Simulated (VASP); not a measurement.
Be, 8 atoms in the cell. It takes space group Pm-3n (No. 223, cubic). The conventional cell has a = 4.013 Å, b = 4.013 Å, c = 4.013 Å, α = 90.00°, β = 90.00°, γ = 90.00°. Be (site symmetry m-3) has 12 Be at 2.24 Å within 3.0 Å. Within 2.7 Å of Be (site symmetry -4m2) lie 14 Be at 2.01 to 2.46 Å. 

| Property | Result |
| --- | --- |
| Program | VASP 6.6.1 |
| Task | single point |
| Functional | r2SCAN |
| Potentials or basis | VASP PAW PBE potentials, release 64 (Be) |
| Cutoff | 520 eV |
| k mesh | 8 × 8 × 8 |
| Occupations | fermi-dirac, width 0.1 eV |
| Spin | no spin polarisation |
| Dipole correction | no |
| Further INCAR settings | ALGO = Normal; EDIFF = 1e-06; NBANDS = 18 |

Potentials or basis: VASP PAW PBE potentials, release 64 (Be).

The run is started by

```sh
$ cat potpaw_PBE.64/Be/POTCAR > POTCAR
$ cp INCAR.step1 INCAR
$ mpirun -np 1 vasp_std > vasp.out
$ cp INCAR.step2 INCAR
$ mpirun -np 1 vasp_std > vasp.out
```

Hardware: 1 thread of Intel(R) Xeon(R) Platinum 8488C (Sapphire Rapids), on a shared host.

**Question.** Estimate the wall time of this run.

**Answer.** It took 70 s on 1 thread of Intel(R) Xeon(R) Platinum 8488C (Sapphire Rapids), on a shared host, peak memory 0.17 GiB. Counts: k points 35.
